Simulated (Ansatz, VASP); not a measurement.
## Hf in VASP and in Ansatz

Contents of INCAR:

```
PREC     = Accurate       # precision mode
ENCUT    = 520            # plane-wave cutoff, eV
EDIFF    = 1E-6           # SCF threshold, eV
ISMEAR   = -1             # smearing method
SIGMA    = 0.05           # smearing width, eV
LREAL    = F              # projectors in reciprocal space
LASPH    = T              # aspherical terms in the spheres
NELM     = 60             # most SCF steps
ALGO     = Normal         # electronic algorithm
ISIF     = 2              # what is computed and relaxed
LWAVE    = F              # write WAVECAR
LCHARG   = T              # write CHGCAR
GGA      = PE             # functional
LELF     = T              # ELF
LVHAR    = T            
NBANDS   = 17             # bands
```

The input KPOINTS:

```
Automatic mesh
0
Gamma
  13 13 7
```

Contents of POSCAR:

```
Hf
1.0
    3.1966985242      0.0000000000      0.0000000000
   -1.5983492621      2.7684221302      0.0000000000
    0.0000000000      0.0000000000      5.2095340000
Hf
2
Direct
    0.3333333333      0.6666666667      0.2500000000
    0.6666666667      0.3333333333      0.7500000000
```

Input for Ansatz:

```yaml
crystal:
  lattice:
    - [3.1966985242, 0.0, 0.0]
    - [-1.5983492621, 2.7684221302, 0.0]
    - [0.0, 0.0, 5.209534]
  atoms:
    - { symbol: Hf, position: [0.3333333333, 0.6666666667, 0.25] }
    - { symbol: Hf, position: [0.6666666667, 0.3333333333, 0.75] }
kpoints:
  mp_grid: { grid: [13, 13, 7] }
  band_path:
    path:
      - [0.0, 0.0, 0.0]
      - [0.5, 0.0, 0.0]
      - [0.3333333333, 0.3333333333, 0.0]
      - [0.0, 0.0, 0.0]
      - [0.0, 0.0, 0.5]
      - [0.5, 0.0, 0.5]
      - [0.3333333333, 0.3333333333, 0.5]
      - [0.0, 0.0, 0.5]
      - [0.5, 0.0, 0.5]
    npoints: 5
scf:
  occupations: { method: fermi_dirac, width: 0.05 }
hamiltonian:
  xc: pbe
  pseudopotentials: { kind: all_electron, lapw: { basis_error: 0.0005 } }
output:
  forces: true
  stress: true
  eigenvalues: true
```

Change from the starting cell: zz strain of +3 %.

Alike in both runs: task single point; functional PBE; k mesh 13 × 13 × 7; occupations fermi-dirac, width 0.05 eV; no spin polarisation.

```csv
,VASP,Ansatz
version,VASP 6.6.1,Ansatz 0.2.0
potentials or method,"VASP PAW PBE potentials, release 64 (Hf_pv), cutoff 520 eV","all-electron LAPW, scalar-relativistic"
```

```tsv
	VASP	Ansatz	Ansatz less VASP
pressure (GPa)	-2.8	-2.3	+0.44
traceless stress, the component that is largest in VASP (GPa)	-2.51	-2.46	+0.051
```

Ansatz ran all-electron here, and VASP with PAW potentials.

Neither program's run includes spin-orbit coupling.
